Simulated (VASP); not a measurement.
ZnH2, 3 atoms in the cell. It takes space group P-4m2 (No. 115, tetragonal). Conventional cell: a = 2.875 Å, b = 2.875 Å, c = 3.615 Å, α = 90.00°, β = 90.00°, γ = 90.00°. Within 2.3 Å of Zn (site symmetry -4m2) lie 4 H at 1.70 Å. Within 2.3 Å of H (site symmetry 2mm) lie 2 Zn at 1.70 Å. 

| Property | Result |
| --- | --- |
| Program | VASP 6.6.1 |
| Task | relaxation of cell and atoms |
| Functional | PBE |
| Potentials or basis | VASP PAW PBE potentials, release 64 (Zn, H) |
| Cutoff | 600 eV |
| k mesh | 6 × 6 × 6 |
| Occupations | gaussian, width 0.1 eV |
| Spin | no spin polarisation |
| Dipole correction | no |
| Further INCAR settings | ALGO = Normal; EDIFF = 1e-06; IBRION = 2; EDIFFG = -0.04; NSW = 90; ISIF = 3 |

Potentials or basis: VASP PAW PBE potentials, release 64 (Zn, H).

Command:

```sh
$ cat potpaw_PBE.64/Zn/POTCAR potpaw_PBE.64/H/POTCAR > POTCAR
$ mpirun -np 1 vasp_std > vasp.out
```

Hardware: 1 thread of AMD EPYC 7R43 64-Core Processor (Zen 3), on a shared host.

Problem. How long does it take, and how much memory?

Solution. It took 110 s on 1 thread of AMD EPYC 7R43 64-Core Processor (Zen 3), with other jobs on the host, peak memory 0.12 GiB. Counts: scf iterations 82, k points 40, ion steps 10.
